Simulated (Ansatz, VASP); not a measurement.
## Os: VASP beside Ansatz

```
CELL_PARAMETERS angstrom
2.86449 0.00000 0.00000
-1.43224 2.48072 0.00000
0.00000 0.00000 4.52570
ATOMIC_POSITIONS crystal
Os 0.66667 0.33333 0.75000
Os 0.33333 0.66667 0.25000
```

Change from the starting cell: volume scaled by 1.15.

Alike in both runs: task single point; functional PBEsol; k mesh 11 × 11 × 6; occupations fermi-dirac, width 0.05 eV; collinear spin.

```csv
,VASP,Ansatz
version,VASP 6.6.1,Ansatz 0.2.0
potentials or method,"VASP PAW PBE potentials, release 64 (Os), cutoff 520 eV","all-electron LAPW, scalar-relativistic"
```

```tsv
	VASP	Ansatz	Ansatz less VASP
gap on the k mesh at the Fermi level (eV)	none	none	-
pressure (GPa)	-44.8	-44.3	+0.50
traceless stress, the component that is largest in VASP (GPa)	-2.05	-1.99	+0.057
net moment per atom (μB)	0.00	0.00	0.000
```

VASP's potentials were made for PBE, not for PBEsol. A gap of «none» marks a metal or a gap that the smearing closes. Both programs put the cell under strong tension, so it lies far from rest at this level. Ansatz ran all-electron here, and VASP with PAW potentials.

Neither program's run includes spin-orbit coupling. Noted on VASP's run: the cell as given lies far from equilibrium.
